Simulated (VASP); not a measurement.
Wanted: the native input for a VASP 6.6.1 run.

```
Task                   : single point
Functional             : PBE
Potentials or basis    : VASP PAW PBE potentials, release 64 (Pt)
Cutoff                 : 520 eV
k mesh                 : 24 × 24 × 24
Occupations            : fermi-dirac, width 0.0612256 eV
Spin                   : no spin polarisation
Dipole correction      : no
Further INCAR settings : ALGO = Normal; EDIFF = 1e-07; NBANDS = 11
```

The structure of Pt lies in POSCAR:

```
Pt
1.0
   -1.6134097584      1.6134097584      1.6134097584
    1.6134097584     -1.6134097584      1.6134097584
    1.6134097584      1.6134097584     -1.6134097584
Pt
1
Direct
    0.0000000000      0.0000000000      0.0000000000
```

This isn't the form of Pt at room conditions, which is fcc.

The input as run:

INCAR

```
SYSTEM = Pt
PREC     = Accurate       ! precision mode
ENCUT    = 520            ! plane-wave cutoff, eV
EDIFF    = 1E-7           ! SCF threshold, eV
ISMEAR   = -1             ! smearing method
SIGMA    = 0.06122561905347299 ! smearing width, eV
LREAL    = .False.        ! projectors in reciprocal space
LASPH    = .True.         ! aspherical terms in the spheres
NELM     = 80             ! most SCF steps
ALGO     = Normal         ! electronic algorithm
ISIF     = 2              ! what is computed and relaxed
LWAVE    = .False.        ! write WAVECAR
LCHARG   = .True.         ! write CHGCAR
GGA      = PE             ! functional
LELF     = .True.         ! ELF
LVHAR    = .True.       
NBANDS   = 11             ! bands
```

KPOINTS

```
Automatic mesh
0
Gamma
  24 24 24
  0 0 0
```

Potentials or basis: VASP PAW PBE potentials, release 64 (Pt).

The run is started by

```bash
$ cat potpaw_PBE.64/Pt/POTCAR > POTCAR
$ mpirun -np 1 vasp_std > vasp.out
```

It gave:

```json
{"Pressure": "-12.3 GPa", "Band gap on the k mesh": "zero (bands 5 and 6 overlap by 1.95 eV)"}
```

Caveat: the cell stands under tension; spin-orbit coupling is left out, which moves the levels of the heavy elements.

It took 54 s on 1 thread of Intel(R) Xeon(R) Platinum 8259CL CPU @ 2.50GHz (Skylake/Cascade Lake), with other jobs on the host, peak memory 0.2 GiB.
